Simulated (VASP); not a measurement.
# BeS (Pm-3m) in VASP: settings compared

Aim: see how the results for BeS move with the level of theory and the settings. Levels: PBEsol, PBE-based screened hybrid. Tasks: single point.

All numbers are computed with VASP 6.6.1; they aren't measurements. Logs are shortened: lines on timing, memory, paths and dates and some standing lists are left out, and cuts for length are marked.

## Step 1: The cell of the first run

It takes space group Pm-3m (No. 221, cubic). The conventional cell has a = 2.941 Å, b = 2.941 Å, c = 2.941 Å, α = 90.00°, β = 90.00°, γ = 90.00°. Within 3.4 Å of Be (site symmetry m-3m) lie 8 S at 2.55 Å and 6 Be at 2.94 Å. S (site symmetry m-3m) has 8 Be at 2.55 Å and 6 S at 2.94 Å within 3.4 Å.

## Step 2: Single point, PBEsol

File INCAR:

```
SYSTEM = BeS
  PREC = Accurate
  ENCUT = 520
  EDIFF = 1E-6
  ISMEAR = -1
  SIGMA = 0.02
  LREAL = .False.
  LASPH = .True.
  NELM = 100
  ALGO = Normal
  ISIF = 2
  LWAVE = .False.
  LCHARG = .False.
  GGA = PS
  NBANDS = 11
```

File KPOINTS:

```
Automatic mesh
0
Gamma
  6 6 6
  0 0 0
```

File POSCAR:

```
BeS
1.0
    2.9413850405      0.0000000000      0.0000000000
    0.0000000000      2.9413850405      0.0000000000
    0.0000000000      0.0000000000      2.9413850405
Be S
1 1
Direct
    0.0000000000      0.0000000000      0.0000000000
    0.5000000000      0.5000000000      0.5000000000
```

Potentials or basis: VASP PAW PBE potentials, release 64 (Be, S).

Launch:

```
cat potpaw_PBE.64/Be/POTCAR potpaw_PBE.64/S/POTCAR > POTCAR
mpirun -np 1 vasp_std > vasp.out
```

OUTCAR:

```text
SYSTEM = BeS
   PREC = Accurate
   ENCUT = 520
   EDIFF = 1E-6
   ISMEAR = -1
   LREAL = .False.
   LASPH = .True.
   NELM = 100
   ISIF = 2
   GGA = PS

 ion  position               nearest neighbor table
   1  0.000  0.000  0.000-   2 2.55   2 2.55   2 2.55   2 2.55   2 2.55   2 2.55   2 2.55   2 2.55

   2  0.500  0.500  0.500-   1 2.55   1 2.55   1 2.55   1 2.55   1 2.55   1 2.55   1 2.55   1 2.55

  LATTYP: Found a simple cubic cell.
 ALAT       =     2.9413850405

  Lattice vectors:

 A1 = (   2.9413850405,   0.0000000000,   0.0000000000)
 A2 = (   0.0000000000,   2.9413850405,   0.0000000000)
 A3 = (   0.0000000000,   0.0000000000,   2.9413850405)

Analysis of symmetry for initial positions (statically):
=====================================================================
 Subroutine PRICEL returns:
 Original cell was already a primitive cell.

 Routine SETGRP: Setting up the symmetry group for a
 simple cubic supercell.

 Subroutine GETGRP returns: Found 48 space group operations
 (whereof 48 operations were pure point group operations)
 out of a pool of 48 trial point group operations.

The static configuration has the point symmetry O_h .

Analysis of symmetry for dynamics (positions and initial velocities):
=====================================================================
 Subroutine PRICEL returns:
 Original cell was already a primitive cell.

 Routine SETGRP: Setting up the symmetry group for a
 simple cubic supercell.

 Subroutine GETGRP returns: Found 48 space group operations
 (whereof 48 operations were pure point group operations)
 out of a pool of 48 trial point group operations.

The dynamic configuration has the point symmetry O_h .

 Subroutine INISYM returns: Found 48 space group operations
 (whereof 48 operations are pure point group operations),
 and found     1 'primitive' translations

----------------------------------------------------------------------------------------

                                     Primitive cell

  volume of cell :      25.4481

  direct lattice vectors                    reciprocal lattice vectors
     2.941385041  0.000000000  0.000000000     0.339975891  0.000000000  0.000000000
     0.000000000  2.941385041  0.000000000     0.000000000  0.339975891  0.000000000
     0.000000000  0.000000000  2.941385041     0.000000000  0.000000000  0.339975891

  length of vectors
     2.941385041  2.941385041  2.941385041     0.339975891  0.339975891  0.339975891

  position of ions in fractional coordinates (direct lattice)
[... 82 lines left out ...]
   POTIM  = 0.5000    time-step for ionic-motion
   TEBEG  =    0.0;   TEEND  =   0.0 temperature during run
   PSTRESS=    0.0 pullay stress
   NELECT =       8.0000    total number of electrons
   NUPDOWN=      -1.0000    fix difference up-down
   EMIN   =  10.00;   EMAX   =-10.00  energy-range for DOS
   EFERMI =   0.00;   METHOD = LEGACY
   ISMEAR =    -1;   SIGMA  =   0.02  broadening in eV -4-tet -1-fermi 0-gaus
   EFERMI_NEDOS =   21; number of points for ismear=-14 and -15
   IALGO  =     38    algorithm
   IMIX   =      4    mixing-type and parameters
     AMIX     =   0.40;   BMIX     =  1.00
     AMIX_MAG =   1.60;   BMIX_MAG =  1.00
  volume/ion in A,a.u.               =      12.72        85.87
  Fermi-wavevector in a.u.,A,eV,Ry     =   1.113148  2.103545 16.858961  1.239099
  Thomas-Fermi vector in A             =   2.249730
   LORBIT       =      0    0 simple, 1 ext, 2 COOP (PROOUT), +10 PAW based schemes
   GGA     = PS    functional components
   LHFCALC =     F    Hartree Fock is set to
   AEXX    =    0.0000 exact exchange contribution
   IVDW    =     0    specifies the selected vdW correction
   LEPSILON=     F    determine dielectric tensor
   LRPA    =     F    only Hartree local field effects (RPA)
 non-spin polarized calculation
  energy-cutoff  :      520.00
  volume of cell :       25.45
 maximum number of plane-waves:       700
 NGX is ok and might be reduce to    24
   NGX = 11   NGY = 11   NGZ = 11

 number of electron       8.0000001 magnetization

 Free energy of the ion-electron system (eV)
  ---------------------------------------------------
  ext. energy  EPLUGINS =         0.00000000
  ---------------------------------------------------
  free energy    TOTEN  =        -7.73225045 eV

  energy without entropy =       -7.72920926  energy(sigma->0) =       -7.73072985

 E-fermi :   7.3457     XC(G=0): -10.7376

 val. band max:        7.3358635883   @ k =   0.5000   0.3333   0.1667
 cond. band min:       7.4280446842   @ k =   0.5000   0.0000   0.0000
 fundamental gap:      0.0921810959
 Fermi energy:         7.3457390117

 k-point     1 :       0.0000    0.0000    0.0000
  band No.  band energies     occupation
      1      -8.6311      2.00000
      2       5.7194      2.00000
      3       5.7194      2.00000
      4       5.7194      2.00000
      5       9.0398      0.00000
      6      12.4167      0.00000
      7      12.4167      0.00000
      8      17.4247      0.00000
      9      17.4247      0.00000
     10      17.4247      0.00000
     11      23.4024      0.00000
[... 253 lines left out ...]
 k-point    20 :       0.5000    0.5000    0.5000
  band No.  band energies     occupation
      1      -3.4050      2.00000
      2       2.9458      2.00000
      3       2.9458      2.00000
      4       2.9458      2.00000
      5       6.9011      2.00000
      6       6.9011      2.00000
      7       6.9011      2.00000
      8      11.3648      0.00000
      9      28.2080      0.00000
     10      28.2084      0.00000
     11      28.3337      0.00000

------------------------ aborting loop because EDIFF is reached ----------------------------------------

  FORCE on cell =-STRESS in cart. coord.  units (eV):
  Direction    XX          YY          ZZ          XY          YZ          ZX
  --------------------------------------------------------------------------------------
  -------------------------------------------------------------------------------------
  Total       -0.7775619     -0.7775619     -0.7775619     -0.0000000      0.0000000     -0.0000000
  in kB      -48.9541983    -48.9541983    -48.9541983     -0.0000000      0.0000000     -0.0000000
  external PRESSURE =     -48.9541983 kB  Pullay stress =       0.0000000 kB

 VOLUME and BASIS-vectors are now :
 -----------------------------------------------------------------------------
  energy-cutoff  :      520.00
  volume of cell :       25.45
      direct lattice vectors                 reciprocal lattice vectors
     2.941385041  0.000000000  0.000000000     0.339975891  0.000000000  0.000000000
     0.000000000  2.941385041  0.000000000     0.000000000  0.339975891  0.000000000
     0.000000000  0.000000000  2.941385041     0.000000000  0.000000000  0.339975891

 POSITION                                       TOTAL-FORCE (eV/Angst)
 -----------------------------------------------------------------------------------
      0.00000      0.00000      0.00000         0.000000      0.000000      0.000000
      1.47069      1.47069      1.47069         0.000000      0.000000      0.000000
 -----------------------------------------------------------------------------------
    total drift:                               -0.000000     -0.000000     -0.000000

  FREE ENERGIE OF THE ION-ELECTRON SYSTEM (eV)
  ---------------------------------------------------
  free  energy   TOTEN  =        -7.7322504497 eV

  energy  without entropy=       -7.7292092581  energy(sigma->0) =       -7.73072985
```

stdout:

```text
POSCAR found type information on POSCAR BeS
 POSCAR found :  2 types and       2 ions
 scaLAPACK will be used
 -----------------------------------------------------------------------------
|                                                                             |
|                                                                             |
|     You enforced a specific xc type in the INCAR file but a different       |
|     I HOPE YOU KNOW WHAT YOU ARE DOING!                                     |
|                                                                             |
 -----------------------------------------------------------------------------

 LDA part: xc-table for (Slater+PW92), standard interpolation
 POSCAR, INCAR and KPOINTS ok, starting setup
 FFT: planning ... GRIDC
 FFT: planning ... GRID_SOFT
 FFT: planning ... GRID
 WAVECAR not read
 entering main loop
```

It took 12 s on 1 thread of AMD EPYC 7R13, shared host; peak memory 0.1 GiB.

Results:

```yaml
Free_energy: -7.7323 eV
Pressure: -4.9 GPa
Band_gap_on_the_k_mesh: zero (band 4 reaches 7.74 eV, above the bottom of band 5 at 6.51 eV)
```

Levels at points of the mesh, in eV from the Fermi level:
```csv
k point,band 1,band 2,band 3,band 4,band 5,band 6,band 7,band 8
"(0.00, 0.00, 0.00)",-15.98,-1.63,-1.63,-1.63,1.69,5.07,5.07,10.08
"(0.50, 0.00, 0.00)",-14.16,-8.54,0.08,0.08,3.55,5.35,5.35,6.88
"(0.50, 0.50, 0.00)",-12.31,-6.77,-6.77,-1.64,1.07,7.76,7.76,8.09
"(0.50, 0.50, 0.50)",-10.75,-4.40,-4.40,-4.40,-0.44,-0.44,-0.44,4.02
```

Caveat: the PAW data sets were made with another functional, which shifts forces and pressure a little.

## Step 3: Single point, PBEsol

File INCAR:

```
SYSTEM = BeS
ALGO = Normal
EDIFF = 1E-6
ENCUT = 520
GGA = PS
ISIF = 2
ISMEAR = -1
ISYM = 0
LASPH = .True.
LCHARG = .False.
LREAL = .False.
LWAVE = .False.
NBANDS = 11
NELM = 80
PREC = Accurate
SIGMA = 0.02
```

File KPOINTS:

```
k-points
0
Gamma
  8 8 1
  0 0 0
```

POSCAR is that of step 2.

Potentials or basis: VASP PAW PBE potentials, release 64 (Be, S).

Launch:

```
cat potpaw_PBE.64/Be/POTCAR potpaw_PBE.64/S/POTCAR > POTCAR
mpirun -np 1 vasp_std > vasp.out
```

It took 14 s on 1 thread of AMD EPYC 7R13, shared host; peak memory 0.1 GiB.

The run converged, but its numbers aren't listed here, since they failed a check.

Caveat: the k points lie up to 2.14 Å⁻¹ apart; the PAW data sets were made with another functional, which shifts forces and pressure a little.

## Step 4: Single point, PBE-based screened hybrid

POSCAR is that of step 3.

File INCAR.step1:

```
ALGO = Normal
EDIFF = 1E-5
ENCUT = 520
GGA = PE
ISIF = 2
ISMEAR = -1
LASPH = True
LREAL = False
LWAVE = True
NBANDS = 11
NELM = 60
PREC = Accurate
SIGMA = 0.02
```

File INCAR.step2:

```
AEXX = 0.35
ALGO = Normal
EDIFF = 1E-6
ENCUT = 520
GGA = PE
HFSCREEN = 0.5
ISIF = 2
ISMEAR = -1
ISTART = 1
LASPH = True
LCHARG = True
LELF = True
LHFCALC = True
LREAL = False
LVHAR = True
LWAVE = False
NBANDS = 11
NELM = 60
PREC = Accurate
PRECFOCK = Normal
SIGMA = 0.02
```

File KPOINTS:

```
k-points
0
Gamma
  4 4 4
```

Launch:

```
cat potpaw_PBE.64/Be/POTCAR potpaw_PBE.64/S/POTCAR > POTCAR
cp INCAR.step1 INCAR
mpirun -np 1 vasp_std > vasp.out
cp INCAR.step2 INCAR
mpirun -np 1 vasp_std > vasp.out
```

Run time: 2.9 min. Hardware: 1 thread of AMD EPYC 7R13, shared host; peak memory 0.2 GiB.

It converged, with:

```
Free energy            : -7.7857 eV
Pressure               : -3.3 GPa
Band gap on the k mesh : zero (band 4 reaches 7.84 eV, above the bottom of band 5 at 6.19 eV)
```

Levels at points of the mesh, in eV from the Fermi level:
```tsv
k point	band 1	band 2	band 3	band 4	band 5	band 6	band 7	band 8	band 9
(0.00, 0.00, 0.00)	-18.30	-2.36	-2.36	-2.36	1.54	5.04	5.04	10.49	10.49
(0.50, 0.00, 0.00)	-16.29	-9.89	-0.48	-0.48	3.56	5.35	5.35	7.09	7.82
(0.50, 0.50, 0.00)	-14.26	-7.91	-7.91	-2.18	0.64	8.05	8.05	8.30	9.96
(0.50, 0.50, 0.50)	-12.55	-5.34	-5.34	-5.34	-0.81	-0.81	-0.81	3.88	21.64
```

Caveat: the k points lie up to 0.53 Å⁻¹ apart; the PAW data sets were made with another functional, which shifts forces and pressure a little.
